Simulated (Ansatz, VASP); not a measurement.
# MgSn2O3: VASP beside Ansatz

Contents of INCAR:

```
PREC = Accurate
ENCUT = 600
EDIFF = 1E-6
ISMEAR = 0
SIGMA = 0.1
LREAL = F
LASPH = T
NELM = 60
ALGO = Normal
ISIF = 3
LWAVE = F
LCHARG = F
GGA = PE
IBRION = 2
NSW = 90
EDIFFG = -0.04
```

Contents of KPOINTS:

```
regular mesh
0
Gamma
  6 6 6
```

Contents of POSCAR:

```
MgSn2O3
1.0
    2.6738135200      1.5437269600      3.8668891900
   -2.6738135200      1.5437269600      3.8668891900
    0.0000000000     -3.0874539100      3.8668891900
Mg Sn O
1 2 3
Direct
    0.0000000000      0.0000000000      0.0000000000
    0.6292209600      0.6292209600      0.6292209600
    0.3707790400      0.3707790400      0.3707790400
    0.0000000000      0.5000000000      0.0000000000
    0.5000000000      0.0000000000      0.0000000000
    0.0000000000      0.0000000000      0.5000000000
```

Input for Ansatz:

```yaml
crystal:
  lattice:
    - [2.67381352, 1.54372696, 3.86688919]
    - [-2.67381352, 1.54372696, 3.86688919]
    - [0.0, -3.08745391, 3.86688919]
  atoms:
    - { symbol: Mg, position: [0.0, 0.0, 0.0] }
    - { symbol: Sn, position: [0.62922096, 0.62922096, 0.62922096] }
    - { symbol: Sn, position: [0.37077904, 0.37077904, 0.37077904] }
    - { symbol: O, position: [0.0, 0.5, 0.0] }
    - { symbol: O, position: [0.5, 0.0, 0.0] }
    - { symbol: O, position: [0.0, 0.0, 0.5] }
basis:
  ecutwfc: 420
kpoints:
  mp_grid: { grid: [6, 6, 6] }
hamiltonian:
  xc: pbe
scf:
  occupations: { method: gaussian, width: 0.1 }
  lower_state_search: "off"
output:
  forces: true
  stress: true
  eigenvalues: true
relax:
  adjacent_minimum: "off"
  f_tol: 0.04
  max_steps: 70
  cell: { stress_tol: 0.4 }
```

Change from the starting cell: species swapped into the Er2AlCo3 type (R-3m, No. 166).

Alike in both runs: task relaxation of cell and atoms; functional PBE; k mesh 6 × 6 × 6; occupations gaussian, width 0.1 eV; no spin polarisation.

|  | VASP | Ansatz |
| --- | --- | --- |
| version | VASP 6.6.1 | Ansatz 0.2.0 |
| potentials or method | VASP PAW PBE potentials, release 64 (Mg, Sn_d, O), cutoff 600 eV | scalar-relativistic, plane waves, PAW |
| valence electrons in the cell | 48 | 56 |

```csv
,VASP,Ansatz,Ansatz less VASP
"gap on the k mesh at the Fermi level, each at its own relaxed structure (eV)",0.29,0.34,+0.054
relaxed volume (Å³/atom),15.11,15.19,+0.088
relaxed length of the cell vector where the two differ most in proportion (Å),4.544,4.554,+0.0097
```

VASP's potentials hold 48 valence electrons a cell and Ansatz's 56, so a difference there can come from the potentials and not from the codes.
